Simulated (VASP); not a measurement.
# LiNbO3 (R3c) in VASP: a series of runs

The runs below take LiNbO3 through single point, relaxation of cell and atoms, with PBEsol.

Program: VASP 6.6.1. These are calculated values, not measurements. Logs are shortened: lines on timing, memory, paths and dates and some standing lists are left out, and cuts for length are marked.

### Step 1. The cell of the first run

Symmetry: R3c, No. 161, trigonal system. The conventional cell has a = 5.134 Å, b = 5.134 Å, c = 13.825 Å, α = 90.00°, β = 90.00°, γ = 120.00°. Li (site symmetry 3) has 6 O at 2.05 to 2.24 Å within 2.7 Å. Nb (site symmetry 3) has 6 O at 1.88 to 2.12 Å within 2.5 Å. O (site symmetry 1) has 2 Nb at 1.88 to 2.12 Å and 2 Li at 2.05 to 2.24 Å within 2.5 Å.

### Step 2. Single point, PBEsol

File INCAR:

```
ALGO = Normal ; EDIFF = 1E-7
ENCUT = 520 ; GGA = PS
ISIF = 2 ; ISMEAR = 0
LASPH = True ; LCHARG = True
LELF = True ; LREAL = False
LVHAR = True ; LWAVE = False
NBANDS = 45 ; NELM = 100
PREC = Accurate ; SIGMA = 0.02
```

File KPOINTS:

```
k-points
0
Gamma
  6 6 6
```

File POSCAR:

```
LiNbO3
1.0
    2.5671799469      1.4821620334      4.6084198030
   -2.5671799469      1.4821620334      4.6084198030
    0.0000000000     -2.9643240668      4.6084198030
Li Nb O
2 2 6
Direct
    0.7059303238      0.7059303238      0.7059303238
    0.2059303238      0.2059303238      0.2059303238
    0.9882445853      0.9882445853      0.9882445853
    0.4882445853      0.4882445853      0.4882445853
    0.8775013221      0.2681268243      0.6266457346
    0.6266457346      0.8775013221      0.2681268243
    0.2681268243      0.6266457346      0.8775013221
    0.7681268243      0.3775013221      0.1266457346
    0.3775013221      0.1266457346      0.7681268243
    0.1266457346      0.7681268243      0.3775013221
```

Potentials or basis: VASP PAW PBE potentials, release 64 (Li_sv, Nb_sv, O).

Launch:

```bash
$ cat potpaw_PBE.64/Li_sv/POTCAR potpaw_PBE.64/Nb_sv/POTCAR potpaw_PBE.64/O/POTCAR > POTCAR
$ mpirun -np 1 vasp_std > vasp.out
```

OUTCAR:

```text
EDIFF = 1E-7
   ENCUT = 520
   GGA = PS
   ISIF = 2
   ISMEAR = 0
   LASPH = True
   LREAL = False
   NELM = 100
   PREC = Accurate

 ion  position               nearest neighbor table
   1  0.706  0.706  0.706-  10 2.05   8 2.05   9 2.05   6 2.24   7 2.24   5 2.24
   2  0.206  0.206  0.206-   7 2.05   5 2.05   6 2.05   9 2.24  10 2.24   8 2.24
   3  0.988  0.988  0.988-   6 1.88   5 1.88   7 1.88   9 2.12  10 2.12   8 2.12
   4  0.488  0.488  0.488-   9 1.88   8 1.88  10 1.88   6 2.12   7 2.12   5 2.12
   5  0.878  0.268  0.627-   3 1.88   2 2.05   4 2.12   1 2.24
   6  0.627  0.878  0.268-   3 1.88   2 2.05   4 2.12   1 2.24
   7  0.268  0.627  0.878-   3 1.88   2 2.05   4 2.12   1 2.24
   8  0.768  0.378  0.127-   4 1.88   1 2.05   3 2.12   2 2.24
   9  0.378  0.127  0.768-   4 1.88   1 2.05   3 2.12   2 2.24
  10  0.127  0.768  0.378-   4 1.88   1 2.05   3 2.12   2 2.24

  LATTYP: Found a trigonal (rhomboedric) cell.
 ALAT       =     5.4794844880
 COS(alpha) =     0.5610013190

  Lattice vectors:

 A1 = (   2.5671799469,   1.4821620334,   4.6084198030)
 A2 = (  -2.5671799469,   1.4821620334,   4.6084198030)
 A3 = (   0.0000000000,  -2.9643240668,   4.6084198030)

Analysis of symmetry for initial positions (statically):
=====================================================================
 Subroutine PRICEL returns:
 Original cell was already a primitive cell.

 Routine SETGRP: Setting up the symmetry group for a
 trigonal (rhombohedral) supercell.

 Subroutine GETGRP returns: Found  6 space group operations
 (whereof  3 operations were pure point group operations)
 out of a pool of 12 trial point group operations.

The static configuration has the point symmetry C_3 .
 The point group associated with its full space group is C_3v.

Analysis of symmetry for dynamics (positions and initial velocities):
=====================================================================
 Subroutine PRICEL returns:
 Original cell was already a primitive cell.

 Routine SETGRP: Setting up the symmetry group for a
 trigonal (rhombohedral) supercell.

 Subroutine GETGRP returns: Found  6 space group operations
 (whereof  3 operations were pure point group operations)
 out of a pool of 12 trial point group operations.

The dynamic configuration has the point symmetry C_3 .
 The point group associated with its full space group is C_3v.

 Subroutine INISYM returns: Found  6 space group operations
 (whereof  3 operations are pure point group operations),
 and found     1 'primitive' translations

----------------------------------------------------------------------------------------

                                     Primitive cell

  volume of cell :     105.2096

  direct lattice vectors                    reciprocal lattice vectors
     2.567179947  1.482162033  4.608419803     0.194766246  0.112448344  0.072331373
    -2.567179947  1.482162033  4.608419803    -0.194766246  0.112448344  0.072331373
     0.000000000 -2.964324067  4.608419803     0.000000000 -0.224896689  0.072331373

  length of vectors
     5.479484488  5.479484488  5.479484488     0.236242139  0.236242139  0.236242139

  position of ions in fractional coordinates (direct lattice)
     0.705930324  0.705930324  0.705930324
     0.205930324  0.205930324  0.205930324
     0.988244585  0.988244585  0.988244585
     0.488244585  0.488244585  0.488244585
     0.877501322  0.268126824  0.626645735
     0.626645735  0.877501322  0.268126824
     0.268126824  0.626645735  0.877501322
     0.768126824  0.377501322  0.126645735
     0.377501322  0.126645735  0.768126824
     0.126645735  0.768126824  0.377501322

  ion indices of the primitive-cell ions
   primitive index   ion index
                 1           1
                 2           2
                 3           3
                 4           4
                 5           5
                 6           6
                 7           7
                 8           8
                 9           9
                10          10

----------------------------------------------------------------------------------------

 KPOINTS: k-points

Automatic generation of k-mesh.
 Grid dimensions read from file:
 generate k-points for:    6    6    6

 Generating k-lattice:

  Cartesian coordinates                     Fractional coordinates (reciprocal lattice)
     0.032461041  0.018741391  0.012055229     0.166666667  0.000000000  0.000000000
    -0.032461041  0.018741391  0.012055229     0.000000000  0.166666667  0.000000000
     0.000000000 -0.037482781  0.012055229     0.000000000  0.000000000  0.166666667

  Length of vectors
     0.039373690  0.039373690  0.039373690

  Shift w.r.t. Gamma in fractional coordinates (k-lattice)
     0.000000000  0.000000000  0.000000000

 Subroutine IBZKPT returns following result:
 ===========================================

 Found     32 irreducible k-points:

 Following reciprocal coordinates:
            Coordinates               Weight
  0.000000  0.000000  0.000000      1.000000
  0.166667  0.000000 -0.000000      6.000000
  0.333333 -0.000000 -0.000000      6.000000
  0.500000  0.000000 -0.000000      3.000000
  0.166667  0.166667 -0.000000      6.000000
  0.333333  0.166667 -0.000000     12.000000
[... 16 lines left out ...]
  0.500000  0.500000  0.166667      6.000000
 -0.333333  0.500000  0.166667     12.000000
 [... further k-points ...]
   k-points           NKPTS =     32   k-points in BZ     NKDIM =     32   number of bands    NBANDS=     45
   number of dos      NEDOS =    301   number of ions     NIONS =     10
   total plane-waves  NPLWV =  74088
   dimension x,y,z NGX =    42 NGY =   42 NGZ =   42
   dimension x,y,z NGXF=    84 NGYF=   84 NGZF=   84
   ions per type =               2   2   6
   NGX,Y,Z   is equivalent  to a cutoff of  12.74, 12.74, 12.74 a.u.
   NGXF,Y,Z  is equivalent  to a cutoff of  25.49, 25.49, 25.49 a.u.
 SYSTEM =  unknown system
   PREC   = accura    normal or accurate (medium, high low for compatibility)
   ISTART =      0    job   : 0-new  1-cont  2-samecut
   ICHARG =      2    charge: 1-file 2-atom 10-const
   ISPIN  =      1    spin polarized calculation?
   LNONCOLLINEAR =      F non collinear calculations
   LSORBIT =      F    spin-orbit coupling
   LASPH  =      T    aspherical Exc in radial PAW
   ENCUT  =  520.0 eV  38.22 Ry    6.18 a.u.  10.19 10.19 10.19*2*pi/ulx,y,z
   NELM   =    100;   NELMIN=  2; NELMDL= -5     # of ELM steps
   EDIFF  = 0.1E-06   stopping-criterion for ELM
   LREAL  =      F    real-space projection
   EDIFFG = 0.1E-05   stopping-criterion for IOM
   NSW    =      0    number of steps for IOM
   IBRION =     -1    ionic relax: 0-MD 1-quasi-New 2-CG
   NFREE  =      0    steps in history (QN), initial steepest desc. (CG)
   ISIF   =      2    stress and relaxation
   ISYM   =      2    0-nonsym 1-usesym 2-fastsym
   POTIM  = 0.5000    time-step for ionic-motion
   TEBEG  =    0.0;   TEEND  =   0.0 temperature during run
   PSTRESS=    0.0 pullay stress
   NELECT =      68.0000    total number of electrons
   NUPDOWN=      -1.0000    fix difference up-down
   EMIN   =  10.00;   EMAX   =-10.00  energy-range for DOS
   EFERMI =   0.00;   METHOD = LEGACY
   ISMEAR =     0;   SIGMA  =   0.02  broadening in eV -4-tet -1-fermi 0-gaus
   EFERMI_NEDOS =   21; number of points for ismear=-14 and -15
   IALGO  =     38    algorithm
   IMIX   =      4    mixing-type and parameters
     AMIX     =   0.40;   BMIX     =  1.00
     AMIX_MAG =   1.60;   BMIX_MAG =  1.00
  volume/ion in A,a.u.               =      10.52        71.00
  Fermi-wavevector in a.u.,A,eV,Ry     =   1.415444  2.674801 27.259026  2.003482
  Thomas-Fermi vector in A             =   2.536882
   LORBIT       =      0    0 simple, 1 ext, 2 COOP (PROOUT), +10 PAW based schemes
   GGA     = PS    functional components
   LHFCALC =     F    Hartree Fock is set to
   AEXX    =    0.0000 exact exchange contribution
   IVDW    =     0    specifies the selected vdW correction
   LEPSILON=     F    determine dielectric tensor
   LRPA    =     F    only Hartree local field effects (RPA)
 non-spin polarized calculation
 Gauss-broadening in eV      SIGMA  =   0.02
  energy-cutoff  :      520.00
  volume of cell :      105.21
 maximum number of plane-waves:      2858
 NGX is ok and might be reduce to    42
   NGX = 21   NGY = 21   NGZ = 21

 number of electron      67.9999994 magnetization

 Free energy of the ion-electron system (eV)
  ---------------------------------------------------
  ext. energy  EPLUGINS =         0.00000000
  ---------------------------------------------------
  free energy    TOTEN  =       -83.44676145 eV

  energy without entropy =      -83.44676145  energy(sigma->0) =      -83.44676145

 E-fermi :   3.7750     XC(G=0): -11.1016

 val. band max:        3.5286575454   @ k =   0.1667   0.1667   0.1667
 cond. band min:       7.0466219682   @ k =   0.0000   0.0000   0.0000
 fundamental gap:      3.5179644228
 Fermi energy:         3.7750109331

 k-point     1 :       0.0000    0.0000    0.0000
  band No.  band energies     occupation
      1     -50.5065      2.00000
      2     -50.4901      2.00000
      3     -38.2886      2.00000
      4     -38.2858      2.00000
      5     -26.8647      2.00000
      6     -26.8647      2.00000
[... 37 lines left out ...]
     44      13.5937      0.00000
     45      13.6173      0.00000

 k-point     2 :       0.1667    0.0000   -0.0000
  band No.  band energies     occupation
      1     -50.5054      2.00000
      2     -50.4912      2.00000
      3     -38.2885      2.00000
      4     -38.2859      2.00000
      5     -26.8555      2.00000
      6     -26.8541      2.00000
[... 37 lines left out ...]
     44      13.5330      0.00000
     45      13.6028      0.00000

 k-point     3 :       0.3333   -0.0000   -0.0000
  band No.  band energies     occupation
      1     -50.5024      2.00000
      2     -50.4942      2.00000
      3     -38.2880      2.00000
      4     -38.2865      2.00000
      5     -26.8288      2.00000
      6     -26.8247      2.00000
[... 997 lines left out ...]
     44      13.1672      0.00000
     45      13.7753      0.00000

 k-point    24 :      -0.3333    0.5000    0.1667
  band No.  band energies     occupation
      1     -50.4996      2.00000
      2     -50.4969      2.00000
      3     -38.2876      2.00000
      4     -38.2870      2.00000
      5     -26.8681      2.00000
      6     -26.8662      2.00000
[... 37 lines left out ...]
     44      13.1274      0.00000
     45      13.9672      0.00000

 [... further k-points ...]
[... 5 lines left out ...]
  --------------------------------------------------------------------------------------
  -------------------------------------------------------------------------------------
  Total       -0.1511092     -0.1511092     -0.1762233      0.0000000      0.0000000      0.0000000
  in kB       -2.3011573     -2.3011573     -2.6836046      0.0000000      0.0000000      0.0000000
  external PRESSURE =      -2.4286397 kB  Pullay stress =       0.0000000 kB

 VOLUME and BASIS-vectors are now :
 -----------------------------------------------------------------------------
  energy-cutoff  :      520.00
  volume of cell :      105.21
      direct lattice vectors                 reciprocal lattice vectors
     2.567179947  1.482162033  4.608419803     0.194766246  0.112448344  0.072331373
    -2.567179947  1.482162033  4.608419803    -0.194766246  0.112448344  0.072331373
     0.000000000 -2.964324067  4.608419803     0.000000000 -0.224896689  0.072331373

 POSITION                                       TOTAL-FORCE (eV/Angst)
 -----------------------------------------------------------------------------------
      0.00000      0.00000      9.75967         0.000000      0.000000     -0.003418
      0.00000      0.00000      2.84704         0.000000      0.000000     -0.003418
      0.00000      0.00000     13.66274         0.000000      0.000000      0.048029
      0.00000      0.00000      6.75011         0.000000      0.000000      0.048029
      1.56437     -0.15957      8.16738        -0.014756     -0.006313     -0.014870
     -0.64399      1.43457      8.16738         0.012845     -0.009622     -0.014870
     -0.92038     -1.27500      8.16738         0.001911      0.015936     -0.014870
      1.00281      1.32259      5.86317         0.014756     -0.006313     -0.014870
      0.64399     -1.52975      5.86317        -0.012845     -0.009622     -0.014870
     -1.64680      0.20716      5.86317        -0.001911      0.015936     -0.014870
 -----------------------------------------------------------------------------------
    total drift:                               -0.000000      0.000000      0.000697

  FREE ENERGIE OF THE ION-ELECTRON SYSTEM (eV)
  ---------------------------------------------------
  free  energy   TOTEN  =       -83.4467614548 eV

  energy  without entropy=      -83.4467614548  energy(sigma->0) =      -83.44676145
```

Run time: 2.1 min. Hardware: 1 thread of AMD EPYC 9R45 (Zen 5), shared host; peak memory 0.28 GiB.

What came out:

```yaml
Free_energy: -83.4468 eV
Largest_force: 0.048 eV/Å
Band_gap_on_the_k_mesh: 3.52 eV (least direct gap 3.53 eV)
```

Forces in eV/Å, atoms in the order of the input:
```
Li   0.000  0.000 -0.003
Li   0.000  0.000 -0.003
Nb   0.000  0.000  0.048
Nb   0.000  0.000  0.048
O   -0.015 -0.006 -0.015
O    0.013 -0.010 -0.015
O    0.002  0.016 -0.015
O    0.015 -0.006 -0.015
O   -0.013 -0.010 -0.015
O   -0.002  0.016 -0.015
```

Caveat: the cutoff is under 1.25 times the usual one of these potentials, so pressure, stress and relaxed cells hold a basis-set (Pulay) error; the PAW data sets were made with another functional, which shifts forces and pressure a little. A k mesh can miss the band edges.

[end of part 1 of 2]
